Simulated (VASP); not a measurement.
Mo: single point with r2SCAN

Mo:

```
CELL_PARAMETERS angstrom
2.79005 0.00000 0.00000
-1.39503 2.41625 0.00000
0.00000 0.00000 2.60992
ATOMIC_POSITIONS crystal
Mo 0.00000 0.00000 0.50000
```

This cell differs from its parent crystal: strain +0.015 along x and y, +0.030 along z.

```json
{"Program": "VASP 6.6.1", "Task": "single point", "Functional": "r2SCAN", "Potentials or basis": "VASP PAW PBE potentials, release 64 (Mo_sv)", "Cutoff": "520 eV", "k mesh": "24 × 24 × 24", "Occupations": "gaussian, width 0.15 eV", "Spin": "no spin polarisation", "Dipole correction": "no", "Further INCAR settings": "ALGO = Normal; EDIFF = 1e-07; NBANDS = 13"}
```

* Pressure: -10.4 GPa
* Band gap on the k mesh: zero (bands 7 and 8 overlap by 1.74 eV)

Stress tensor (GPa, compression positive):
```
 -8.95   0.00   0.00
  0.00  -8.95   0.00
  0.00   0.00 -13.23
```

Levels at points of the mesh, in eV from the Fermi level:
| k point | band 3 | band 4 | band 5 | band 6 | band 7 | band 8 | band 9 | band 10 | band 11 | band 12 |
| --- | --- | --- | --- | --- | --- | --- | --- | --- | --- | --- |
| (0.00, 0.00, 0.00) | -35.65 | -35.62 | -7.02 | -4.42 | -0.88 | -0.88 | 3.99 | 3.99 | 13.46 | 16.15 |
| (0.50, 0.00, 0.00) | -35.94 | -35.48 | -4.89 | -3.26 | 0.79 | 1.07 | 3.37 | 4.18 | 9.84 | 13.71 |
| (0.00, 0.00, 0.50) | -35.52 | -35.52 | -3.89 | -0.23 | -0.11 | -0.11 | 0.92 | 0.92 | 9.60 | 16.64 |
| (0.50, 0.00, 0.50) | -36.67 | -35.79 | -5.11 | -3.39 | -0.29 | 4.49 | 5.54 | 6.39 | 7.01 | 16.35 |

It took 22 min on 1 thread of AMD EPYC 7R13 (shared host), peak memory 0.25 GiB.

Caveat: the cell differs from its parent crystal (strain +0.015 along x and y, +0.030 along z); the cell stands under tension; the PAW data sets were made with another functional, which shifts forces and pressure a little.
